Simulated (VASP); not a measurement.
# O in VASP: notebook

O is run at these levels: PBE+D3(BJ); tasks: single point.

Program: VASP 6.6.1. These are calculated values, not measurements. Logs are shortened: lines on timing, memory, paths and dates and some standing lists are left out, and cuts for length are marked.

### 1 The cell of the first run

The cell holds a disordered packing, 20 atoms: a = 7.775 Å, b = 7.775 Å, c = 7.775 Å, α = 90.00°, β = 90.00°, γ = 90.00°.

### 2 Single point, PBE+D3(BJ), collinear spin, ferromagnetic start

INCAR

```
PREC = Accurate
ENCUT = 520
EDIFF = 1E-6
ISMEAR = -1
SIGMA = 0.02
LREAL = Auto
LASPH = True
NELM = 150
ALGO = Normal
ISIF = 2
LWAVE = False
LCHARG = False
ISPIN = 2
MAGMOM = 1 1 1 1 1 1 1 1 1 1 1 1 1 1 1 1 1 1 1 1
LORBIT = 11
GGA = PE
IVDW = 12
NBANDS = 80
```

KPOINTS

```
Automatic mesh
0
Gamma
  1 1 1
```

POSCAR

```
O
1.0
    7.7749800000      0.0000000000      0.0000000000
    0.0000000000      7.7749800000      0.0000000000
    0.0000000000      0.0000000000      7.7749800000
O
20
Direct
    0.5651462136      0.1513626105      0.3447454400
    0.5344047225      0.1272495206      0.1929695879
    0.5147291861      0.7340882458      0.0447748345
    0.3690230315      0.7188799196      0.1003789353
    0.9754999259      0.6010959927      0.6271580036
    0.8908409885      0.5610355340      0.7527644850
    0.3588772057      0.4812140410      0.7367075652
    0.3266050852      0.3597129640      0.6432556252
    0.6709574605      0.2296881876      0.8314753773
    0.7571451490      0.1801592926      0.7103548344
    1.0326829934      0.8899584333      0.9385357471
    0.9043758967      0.9420938539      1.0116933921
    0.0706559362      0.0309309420      0.5163846846
    0.1915598430     -0.0517410888      0.4606857616
    0.7944276585      0.4780651251      0.2484506565
    0.8887437737      0.6004455928      0.2227000835
    0.1436521546      0.2809337364      0.0266770550
    0.1634834940      0.2961168318      0.1813431380
    0.5847996856      0.8176943749      0.6148690099
    0.5579893958      0.7350482903      0.4844996833
```

Potentials or basis: VASP PAW PBE potentials, release 64 (O).

Command:

```bash
$ cat potpaw_PBE.64/O/POTCAR > POTCAR
$ mpirun -np 1 vasp_gam > vasp.out
```

OUTCAR:

```text
PREC = Accurate
   ENCUT = 520
   EDIFF = 1E-6
   ISMEAR = -1
   LREAL = Auto
   LASPH = True
   NELM = 150
   ISIF = 2
   ISPIN = 2
   LORBIT = 11
   GGA = PE
   IVDW = 12
 IVDW          = 12

 ion  position               nearest neighbor table
   1  0.565  0.151  0.345-   2 1.22
   2  0.534  0.127  0.193-   1 1.22
   3  0.515  0.734  0.045-   4 1.22
   4  0.369  0.719  0.100-   3 1.22
   5  0.975  0.601  0.627-   6 1.22
   6  0.891  0.561  0.753-   5 1.22
[... 12 lines left out ...]
  19  0.585  0.818  0.615-  20 1.22
  20  0.558  0.735  0.484-  19 1.22

  LATTYP: Found a simple cubic cell.
 ALAT       =     7.7749800000

  Lattice vectors:

 A1 = (   7.7749800000,   0.0000000000,   0.0000000000)
 A2 = (   0.0000000000,   7.7749800000,   0.0000000000)
 A3 = (   0.0000000000,   0.0000000000,   7.7749800000)

Analysis of symmetry for initial positions (statically):
=====================================================================
 Subroutine PRICEL returns:
 Original cell was already a primitive cell.

 Routine SETGRP: Setting up the symmetry group for a
 simple cubic supercell.

 Subroutine GETGRP returns: Found  1 space group operations
 (whereof  1 operations were pure point group operations)
 out of a pool of 48 trial point group operations.

The static configuration has the point symmetry C_1 .

Analysis of symmetry for dynamics (positions and initial velocities):
=====================================================================
 Subroutine PRICEL returns:
 Original cell was already a primitive cell.

 Routine SETGRP: Setting up the symmetry group for a
 simple cubic supercell.

 Subroutine GETGRP returns: Found  1 space group operations
 (whereof  1 operations were pure point group operations)
 out of a pool of 48 trial point group operations.

The dynamic configuration has the point symmetry C_1 .

Analysis of structural, dynamic, and magnetic symmetry:
=====================================================================
 Subroutine PRICEL returns:
 Original cell was already a primitive cell.

 Routine SETGRP: Setting up the symmetry group for a
 simple cubic supercell.

 Subroutine GETGRP returns: Found  1 space group operations
 (whereof  1 operations were pure point group operations)
 out of a pool of 48 trial point group operations.

The overall configuration has the point symmetry C_1 .

 Subroutine INISYM returns: Found  1 space group operations
 (whereof  1 operations are pure point group operations),
 and found     1 'primitive' translations

[... 149 lines left out ...]
  ---------------------------------------------------
  free energy    TOTEN  =       -98.89260747 eV

  energy without entropy =      -98.89260747  energy(sigma->0) =      -98.89260747

 E-fermi :  -3.1018     XC(G=0):  -6.1423

 val. band max:       -3.6794464012   @ k =   0.0000   0.0000   0.0000
 cond. band min:      -1.7694351896   @ k =   0.0000   0.0000   0.0000
 fundamental gap:      1.9100112116
 Fermi energy:        -3.1018001499

 spin component 1

 k-point     1 :       0.0000    0.0000    0.0000
  band No.  band energies     occupation
      1     -29.8598      1.00000
      2     -29.8402      1.00000
      3     -29.8180      1.00000
      4     -29.8065      1.00000
      5     -29.7972      1.00000
      6     -29.7928      1.00000
[... 64 lines left out ...]
     71       2.5538      0.00000
     72       3.6930      0.00000
 Fermi energy:        -3.1018001499

 spin component 2

 k-point     1 :       0.0000    0.0000    0.0000
  band No.  band energies     occupation
      1     -28.6578      1.00000
      2     -28.6374      1.00000
      3     -28.6142      1.00000
      4     -28.6027      1.00000
      5     -28.5930      1.00000
      6     -28.5888      1.00000
[... 64 lines left out ...]
     71       2.8805      0.00000
     72       4.1704      0.00000
 [bands above 72 left out]

------------------------ aborting loop because EDIFF is reached ----------------------------------------

 Edisp (eV)   -0.62001

 E8    (eV) :    -0.1418

  FORCE on cell =-STRESS in cart. coord.  units (eV):
  Direction    XX          YY          ZZ          XY          YZ          ZX
  --------------------------------------------------------------------------------------
  -------------------------------------------------------------------------------------
  Total       3.76183     2.33035     5.53285     0.11471     1.76886    -1.85768
  in kB      12.82366     7.94391    18.86087     0.39103     6.02984    -6.33262
  external pressure =       13.21 kB  Pullay stress =        0.00 kB

 VOLUME and BASIS-vectors are now :
 -----------------------------------------------------------------------------
  energy-cutoff  :      520.00
  volume of cell :      470.00
      direct lattice vectors                 reciprocal lattice vectors
     7.774980000  0.000000000  0.000000000     0.128617694  0.000000000  0.000000000
     0.000000000  7.774980000  0.000000000     0.000000000  0.128617694  0.000000000
     0.000000000  0.000000000  7.774980000     0.000000000  0.000000000  0.128617694

 POSITION                                       TOTAL-FORCE (eV/Angst)
 -----------------------------------------------------------------------------------
      4.39400      1.17684      2.68039         0.213069      0.164964      1.064113
      4.15499      0.98936      1.50033        -0.210271     -0.176233     -1.057139
      4.00201      5.70752      0.34812         1.058308      0.104492     -0.406403
      2.86915      5.58928      0.78044        -1.052180     -0.119089      0.404505
      7.58449      4.67351      4.87614         0.595087      0.288091     -0.894692
      6.92627      4.36204      5.85273        -0.595642     -0.286088      0.898908
[... 12 lines left out ...]
      4.54681      6.35756      4.78059         0.184511      0.587145      0.935846
      4.33836      5.71499      3.76698        -0.185404     -0.579976     -0.933767
 -----------------------------------------------------------------------------------
    total drift:                                0.002809      0.011897     -0.002545

  FREE ENERGIE OF THE ION-ELECTRON SYSTEM (eV)
  ---------------------------------------------------
  free  energy   TOTEN  =       -99.5126158924 eV

  energy  without entropy=      -99.5126158924  energy(sigma->0) =      -99.51261589

 total charge

# of ion       s       p       d       tot
------------------------------------------
    1        1.612   3.298   0.000   4.910
    2        1.612   3.299   0.000   4.911
    3        1.612   3.298   0.000   4.910
    4        1.612   3.298   0.000   4.910
    5        1.612   3.299   0.000   4.911
    6        1.612   3.299   0.000   4.911
[... 12 lines left out ...]
   19        1.612   3.297   0.000   4.909
   20        1.612   3.300   0.000   4.912
--------------------------------------------------
tot         32.240  65.974   0.000  98.214

 magnetization (x)

# of ion       s       p       d       tot
------------------------------------------
    1        0.010   0.799   0.000   0.809
    2        0.010   0.799   0.000   0.809
    3        0.010   0.799   0.000   0.809
    4        0.010   0.799   0.000   0.810
    5        0.010   0.797   0.000   0.807
    6        0.010   0.799   0.000   0.809
[... 12 lines left out ...]
   19        0.010   0.801   0.000   0.812
   20        0.010   0.796   0.000   0.806
--------------------------------------------------
tot          0.206  15.970   0.000  16.176
```

OSZICAR:

```text
N       E                     dE             d eps       ncg     rms          rms(c)
DAV:   1     0.113131236088E+04    0.11313E+04   -0.67636E+04   344   0.138E+03
DAV:   2     0.210553320141E+02   -0.11103E+04   -0.10785E+04   432   0.331E+02
DAV:   3    -0.954937189623E+02   -0.11655E+03   -0.11005E+03   360   0.113E+02
DAV:   4    -0.982278247755E+02   -0.27341E+01   -0.27240E+01   392   0.172E+01
DAV:   5    -0.983107817202E+02   -0.82957E-01   -0.82898E-01   416   0.273E+00    0.205E+01
DAV:   6    -0.983511869180E+02   -0.40405E-01   -0.11525E+01   368   0.142E+01    0.955E+00
DAV:   7    -0.989022244749E+02   -0.55104E+00   -0.21108E+00   352   0.664E+00    0.466E+00
DAV:   8    -0.988674383564E+02    0.34786E-01   -0.65968E-01   368   0.336E+00    0.140E+00
DAV:   9    -0.988894030978E+02   -0.21965E-01   -0.66170E-02   368   0.117E+00    0.653E-01
DAV:  10    -0.988923227095E+02   -0.29196E-02   -0.73686E-03   352   0.412E-01    0.160E-01
DAV:  11    -0.988925923149E+02   -0.26961E-03   -0.71436E-04   352   0.133E-01    0.579E-02
DAV:  12    -0.988926109895E+02   -0.18675E-04   -0.12190E-04   368   0.532E-02    0.229E-02
DAV:  13    -0.988926080604E+02    0.29291E-05   -0.21487E-05   400   0.262E-02    0.120E-02
DAV:  14    -0.988926074654E+02    0.59501E-06   -0.46516E-06   352   0.126E-02
   1 F= -.99512616E+02 E0= -.99512616E+02  d E =-.360509E-12  mag=    20.0000
```

Run time: 2.2 min. Hardware: 1 thread of AMD EPYC 7R13, shared host; peak memory 0.55 GiB.

What came out:

```yaml
Free_energy: -99.5126 eV
Pressure: 1.3 GPa
Largest_force: 1.155 eV/Å
Net_moment: 20.00 μB per cell
Site_moments: O +0.81 μB
Valence_electrons_inside_the_program's_atomic_spheres: O 4.91
Dispersion_energy_per_atom: -0.031 eV
```

Forces on the atoms (eV/Å):
```
O    0.213  0.165  1.064
O   -0.210 -0.176 -1.057
O    1.058  0.104 -0.406
O   -1.052 -0.119  0.405
O    0.595  0.288 -0.895
O   -0.596 -0.286  0.899
O    0.229  0.879  0.664
O   -0.241 -0.882 -0.683
O   -0.618  0.350  0.853
O    0.614 -0.340 -0.850
O    0.945 -0.376 -0.540
O   -0.941  0.386  0.546
O   -0.860  0.585  0.392
O    0.855 -0.595 -0.406
O   -0.682 -0.882  0.188
O    0.677  0.879 -0.188
O   -0.139 -0.098 -1.113
O    0.152  0.111  1.124
O    0.185  0.587  0.936
O   -0.185 -0.580 -0.934
```

Stress tensor (GPa, compression positive):
```
 1.28  0.04 -0.63
 0.04  0.79  0.60
-0.63  0.60  1.89
```

Levels at points of the mesh, in eV from the Fermi level:
Spin up:
```tsv
k point	band 68	band 69	band 70	band 71	band 72	band 73
(0.00, 0.00, 0.00)	-0.60	-0.59	-0.58	5.66	6.79	6.91
```
Spin down:
```
           k point  band 47  band 48  band 49  band 50  band 51  band 52  band 53  band 54
(0.00, 0.00, 0.00)    -5.22    -5.18    -5.18    -5.13     1.33     1.39     1.42     1.45
```

Caveat: the k points lie up to 0.81 Å⁻¹ apart, too coarse for converged energies, forces and pressures; the standard files for N, O and F lose accuracy on very short bonds.

[end of part 1 of 2]
